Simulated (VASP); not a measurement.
Here is a VASP 6.6.1 calculation.

INCAR

```
ALGO = Normal
EDIFF = 1E-6
ENCUT = 910
GGA = PE
GGA_COMPAT = False
ISIF = 2
ISMEAR = -1
LASPH = True
LCHARG = False
LREAL = False
LWAVE = False
NBANDS = 28
NELM = 120
PREC = Accurate
SIGMA = 0.02
```

Contents of KPOINTS:

```
k-points
0
Gamma
  6 6 6
```

POSCAR

```
BaTiO3
1.0
    3.9258885792      0.0000000000      0.0000000000
    0.0000000000      3.9723652526      0.0000000000
    0.0000000000      0.0000000000      4.1122285626
Ba Ti O
1 1 3
Direct
    0.0000000000      0.0000000000     -0.0042501670
    0.5000000000      0.5000000000      0.4776046287
    0.5000000000      0.5000000000      0.0339020936
    0.5000000000      0.0000000000      0.5163359384
    0.0000000000      0.5000000000      0.5194075063
```

Potentials or basis: VASP PAW PBE potentials, release 64 (Ba_sv, Ti_sv, O_h).

The run is started by

```bash
$ cat potpaw_PBE.64/Ba_sv/POTCAR potpaw_PBE.64/Ti_sv/POTCAR potpaw_PBE.64/O_h/POTCAR > POTCAR
$ mpirun -np 1 vasp_std > vasp.out
```

(1) Predict the largest force.

(2) Estimate the pressure.

(3) What does it give for the band gap on the k mesh?

Results:

(1) 0.161 eV/Å.

(2) 6.7 GPa.

(3) 1.83 eV (least direct gap 2.32 eV).

Caveat: the cell differs from its parent crystal (uniaxial x strain -1.2%); the cutoff is under 1.25 times the usual one of these potentials, so pressure, stress and relaxed cells hold a basis-set (Pulay) error; the cell stands under pressure; spin-orbit coupling is left out, which moves the levels of the heavy elements.
